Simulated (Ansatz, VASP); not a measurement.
## Two plane-wave programs on AlN

Contents of POSCAR:

```
AlN
1.0
    3.0889974029      0.0000000000      0.0000000000
   -1.5444987015      2.6751502232      0.0000000000
    0.0000000000      0.0000000000      4.9440016551
Al N
2 2
Direct
    0.3333333333      0.6666666667     -0.0009813578
    0.6666666667      0.3333333333      0.4990186422
    0.3333333333      0.6666666667      0.3809813578
    0.6666666667      0.3333333333      0.8809813578
```

The input INCAR.step1:

```
SYSTEM = AlN
PREC = Accurate ; ENCUT = 520
ISMEAR = 0 ; SIGMA = 0.01
LREAL = .False. ; LASPH = .True.
NELM = 100 ; NBANDS = 16
GGA = PE ; ALGO = Normal
EDIFF = 1E-4 ; LWAVE = .True.
LCHARG = .False.
```

File INCAR.step2:

```
SYSTEM = AlN
PREC = Accurate ; ENCUT = 520
EDIFF = 1E-6 ; ISMEAR = 0
SIGMA = 0.01 ; LREAL = .False.
LASPH = .True. ; NELM = 100
ALGO = Normal ; ISIF = 2
LWAVE = .False. ; LCHARG = .False.
METAGGA = R2SCAN ; LMIXTAU = .True.
NBANDS = 16 ; ISTART = 1
```

KPOINTS

```
Automatic mesh
0
Gamma
  8 8 4
  0 0 0
```

Input for Ansatz:

```yaml
crystal:
  lattice:
    - [3.08899740294, 0.0, 0.0]
    - [-1.54449870147, 2.67515022317, 0.0]
    - [0.0, 0.0, 4.9440016551]
  atoms:
    - { symbol: Al, position: [0.333333333333, 0.666666666667, -0.000981357792] }
    - { symbol: Al, position: [0.666666666667, 0.333333333333, 0.499018642208] }
    - { symbol: "N", position: [0.333333333333, 0.666666666667, 0.380981357792] }
    - { symbol: "N", position: [0.666666666667, 0.333333333333, 0.880981357792] }
kpoints:
  mp_grid: { grid: [8, 8, 4] }
scf:
  occupations: { method: fixed }
  convergence: { dr2_threshold: 1.0e-10 }
hamiltonian:
  xc: r2scan
  pseudopotentials: { kind: paw }
output:
  forces: true
  stress: true
  eigenstates:
    kpoints:
      - [0.0, 0.0, 0.0]
      - [0.5, -0.5, -0.332770117]
      - [0.0, 0.5, -0.332770117]
      - [0.5, 0.0, -0.332770117]
      - [0.0, 0.0, -0.5]
      - [-0.5, 0.0, 0.0]
      - [-0.5, 0.5, 0.0]
      - [0.0, -0.5, 0.0]
      - [-0.5, 0.0, -0.5]
      - [-0.5, 0.5, -0.5]
      - [0.0, -0.5, -0.5]
  eigenvalues: true
```

Alike in both runs: task single point; functional r2SCAN; k mesh 8 × 8 × 4; no spin polarisation.

|  | VASP | Ansatz |
| --- | --- | --- |
| version | VASP 6.6.1 | Ansatz 0.2.0 |
| potentials or method | VASP PAW PBE potentials, release 64 (Al, N) | PAW with Ansatz's default frozen-core files, scalar-relativistic |
| plane-wave cutoff (eV) | 520 | 500 |
| occupations | gaussian, width 0.01 eV | fixed |
| valence electrons in the cell | 16 | 16 |

|  | VASP | Ansatz | Ansatz less VASP |
| --- | --- | --- | --- |
| gap on the k mesh at the Fermi level (eV) | 5.08 | 5.04 | -0.042 |
| pressure (GPa) | 3.6 | 4.0 | +0.38 |

VASP's potentials were made for PBE, not for r2SCAN.
